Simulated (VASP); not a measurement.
H4C19: single point with PBE+D3(BJ)

System: H4C19, a slab with vacuum.

```
C H
1.0
     7.39800    0.00000    0.00000
    -3.69900    6.40686    0.00000
     0.00000    0.00000   13.00000
C H
19 4
Direct
  0.00059 0.00042 0.04536
  0.22022 0.11026 0.04581
  0.99835 0.33214 0.04595
  0.22249 0.44422 0.04596
  0.99895 0.66776 0.04546
  0.22186 0.77919 0.04586
  0.33169 0.99882 0.04596
  0.55583 0.11088 0.04603
  0.33231 0.33440 0.04593
  0.55524 0.44589 0.04569
  0.33396 0.66714 0.04591
  0.55360 0.77694 0.04561
  0.66564 0.00105 0.04581
  0.88855 0.11250 0.04571
  0.66728 0.33380 0.04592
  0.88691 0.44363 0.04584
  0.66507 0.66550 0.04522
  0.88915 0.77755 0.04501
  0.83642 0.77679 0.30990
  0.90432 0.93671 0.28090
  0.67623 0.68360 0.28145
  0.92933 0.70866 0.28250
  0.83587 0.77825 0.39414
```

* Program: VASP 6.6.1
* Task: single point
* Functional: PBE
* Dispersion: D3(BJ)
* Potentials or basis: VASP PAW PBE potentials, release 64 (C, H)
* Cutoff: 520 eV
* k mesh: 2 × 2 × 1
* Occupations: gaussian, width 0.02 eV
* Spin: no spin polarisation

```json
{"Largest force": "0.022 eV/Å", "Band gap on the k mesh": "0.22 eV", "Dispersion energy per atom": "-0.077 eV"}
```

Forces in eV/Å, atoms in the order of the input:
```
C   -0.011 -0.004  0.010
C   -0.003 -0.003  0.000
C    0.008  0.008  0.000
C   -0.006  0.011 -0.002
C    0.005  0.000  0.003
C    0.002 -0.009  0.000
C   -0.004  0.007 -0.001
C   -0.006 -0.006  0.000
C    0.008 -0.003 -0.001
C    0.004 -0.004 -0.001
C    0.000  0.003  0.000
C    0.001  0.002  0.001
C    0.000 -0.009 -0.003
C   -0.002 -0.003  0.000
C    0.001  0.005 -0.001
C    0.012  0.007 -0.001
C    0.001 -0.001 -0.002
C   -0.005  0.004 -0.003
C    0.001 -0.004  0.002
H   -0.003  0.019 -0.008
H   -0.017 -0.012 -0.007
H    0.015 -0.008 -0.006
H   -0.002  0.000  0.018
```

Levels at points of the mesh, in eV from the valence-band top:
```csv
k point,band 36,band 37,band 38,band 39,band 40,band 41,band 42,band 43,band 44,band 45
"(0.00, 0.00, 0.00)",-4.39,-2.93,-2.93,0.00,0.00,0.22,0.22,3.14,4.12,4.72
"(0.50, 0.00, 0.00)",-2.57,-2.57,-2.52,-2.52,-2.25,1.78,2.59,2.59,2.66,2.66
"(0.00, 0.50, 0.00)",-2.57,-2.57,-2.52,-2.52,-2.25,1.79,2.59,2.59,2.66,2.66
"(0.50, 0.50, 0.00)",-2.57,-2.57,-2.52,-2.51,-2.25,1.79,2.59,2.59,2.66,2.66
```

Run time: 2.5 min on 1 thread of AMD EPYC 9R45 96-Core Processor (Zen 5), on a shared host, peak memory 0.59 GiB.

Caveat: the k points lie up to 0.49 Å⁻¹ apart.
